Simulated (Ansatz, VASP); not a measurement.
MgS: VASP beside Ansatz

```
Mg S
1.0
     0.00000    2.56494    2.56494
     2.56494    0.00000    2.56494
     2.56494    2.56494    0.00000
Mg S
1 1
Direct
  0.00000 0.00000 0.00000
  0.50000 0.50000 0.50000
```

Alike in both runs: task single point; functional LDA; k mesh 6 × 6 × 6; no spin polarisation.

|  | VASP | Ansatz |
| --- | --- | --- |
| version | VASP 6.6.1 | Ansatz 0.2.0 |
| potentials or method | VASP PAW LDA potentials, release 64 (Mg, S), cutoff 600 eV | scalar-relativistic, plane waves, PAW |
| occupations | gaussian, width 0.01 eV | fixed |
| valence electrons in the cell | 8 | 16 |

VASP gave:

```
gap on the k mesh at the Fermi level (eV) : 2.65
least direct gap on the mesh (eV)         : 3.83
pressure (GPa)                            : -0.6
```

Question: Estimate Ansatz's values.

Answer: gap on the k mesh at the Fermi level (eV): 2.64; least direct gap on the mesh (eV): 3.82; pressure (GPa): 0.0.

LDA's correlation is that of Perdew and Zunger in VASP and of Perdew and Wang (1992) in Ansatz. VASP's potentials hold 8 valence electrons a cell and Ansatz's 16, so a difference there can come from the potentials and not from the codes.
